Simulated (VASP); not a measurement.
Crystal: VO2.

```
V O
1.0
     4.44629    0.00000    0.00000
     0.00000    4.44629    0.00000
     0.00000    0.00000    3.00330
V O
2 4
Cartesian
  2.2231 2.2231 1.5017
  0.0000 0.0000 0.0000
  0.8908 3.5554 1.5017
  3.5554 0.8908 1.5017
  3.1140 3.1140 0.0000
  1.3323 1.3323 0.0000
```

Base run:

* Program: VASP 6.6.1
* Functional: BLYP
* Potentials or basis: VASP PAW PBE potentials, release 64 (V_sv, O)
* Cutoff: 600 eV
* k mesh: 6 × 6 × 9
* Occupations: fermi-dirac, width 0.05 eV
* Spin: collinear spin, ferromagnetic start
* Starting moments: [2.0, 2.0, 0.0, 0.0, 0.0, 0.0] μB

Its results: band gap on the k mesh zero (filled and empty bands overlap); pressure 7.8 GPa; net moment 2.00 μB per cell; site moments V +1.05; O -0.05 μB; largest force 0.207 eV/Å.

Q: The run is repeated on the same cell with these changes: functional from BLYP to RPBE. What comes out?

A: Band gap on the k mesh zero (filled and empty bands overlap); pressure 6.2 GPa; net moment 2.00 μB per cell; site moments V +1.08; O -0.07 μB; largest force 0.207 eV/Å.

Caveats: the PAW data sets were made with another functional, which shifts forces and pressure a little; semilocal functionals often make such compounds metallic where correlation or magnetic order opens a gap, which also shifts bond lengths; the stress differs along the axes, from -4 to 14 GPa (at least some runs); the stress differs along the axes, from -6 to 12 GPa (at least some runs).
